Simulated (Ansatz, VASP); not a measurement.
## WSe2 in VASP and in Ansatz

Contents of INCAR:

```
SYSTEM = WSe2
ALGO = Normal
DIPOL = 0.5 0.5 0.393
EDIFF = 1E-7
ENCUT = 520
GGA = PE
IDIPOL = 3
ISIF = 2
ISMEAR = 0
IVDW = 12
LASPH = .True.
LCHARG = .False.
LDIPOL = .True.
LREAL = .False.
LWAVE = .False.
NBANDS = 35
NELM = 80
PREC = Accurate
SIGMA = 0.05
```

Contents of KPOINTS:

```
k-points
0
Gamma
  9 9 1
  0 0 0
```

File POSCAR:

```
WSe2
1.0
    3.2854929709      0.0000000000      0.0000000000
   -1.6427464855      2.8453203767      0.0000000000
    0.0000000000      0.0000000000     24.2386466774
Se W
4 2
Direct
    0.3333333333      0.6666666667      0.1856539294
    0.3333333333      0.6666666667      0.3246601777
    1.2222222222     -0.2222222222      0.4620440855
    1.2222222222     -0.2222222222      0.6010503338
    0.6666666667      0.3333333333      0.2551570536
    1.5555555556     -0.5555555556      0.5315472097
```

Input for Ansatz:

```yaml
crystal:
  lattice:
    - [3.2854929709, 0.0, 0.0]
    - [-1.6427464855, 2.8453203767, 0.0]
    - [0.0, 0.0, 24.2386466774]
  atoms:
    - { symbol: Se, position: [0.3333333333, 0.6666666667, 0.1856539294] }
    - { symbol: W, position: [0.6666666667, 0.3333333333, 0.2551570536] }
    - { symbol: Se, position: [0.3333333333, 0.6666666667, 0.3246601777] }
    - { symbol: Se, position: [1.2222222222, -0.2222222222, 0.4620440855] }
    - { symbol: W, position: [1.5555555556, -0.5555555556, 0.5315472097] }
    - { symbol: Se, position: [1.2222222222, -0.2222222222, 0.6010503338] }
basis:
  ecutwfc: 420
kpoints:
  mp_grid: { grid: [9, 9, 1] }
hamiltonian:
  xc: pbe
  pseudopotentials: { kind: paw, azcp: { folder: soft_1 } }
  dispersion: d3bj
scf:
  occupations: { method: gaussian, width: 0.05 }
output:
  forces: true
  eigenvalues: true
efield:
  axis: 3
  dipole_correction: true
  ramp_width: 0.04
```

Alike in both runs: task single point; functional PBE; dispersion D3(BJ); k mesh 9 × 9 × 1; occupations gaussian, width 0.05 eV; no spin polarisation.

|  | VASP | Ansatz |
| --- | --- | --- |
| version | VASP 6.6.1 | Ansatz 0.2.0 |
| potentials or method | VASP PAW PBE potentials, release 64 (Se, W_sv), cutoff 520 eV | scalar-relativistic, plane waves, PAW |
| valence electrons in the cell | 52 | 92 |

Ansatz gave:

```
gap on the k mesh at the Fermi level (eV) : 1.48
least direct gap on the mesh (eV)         : 1.64
rms of the force components (eV/Å)        : 0.056
```

Q: Which values does VASP return?

A: gap on the k mesh at the Fermi level (eV): 1.48; least direct gap on the mesh (eV): 1.63; rms of the force components (eV/Å): 0.045.

VASP's potentials hold 52 valence electrons a cell and Ansatz's 92, so a difference there can come from the potentials and not from the codes.

Neither program's run includes spin-orbit coupling.
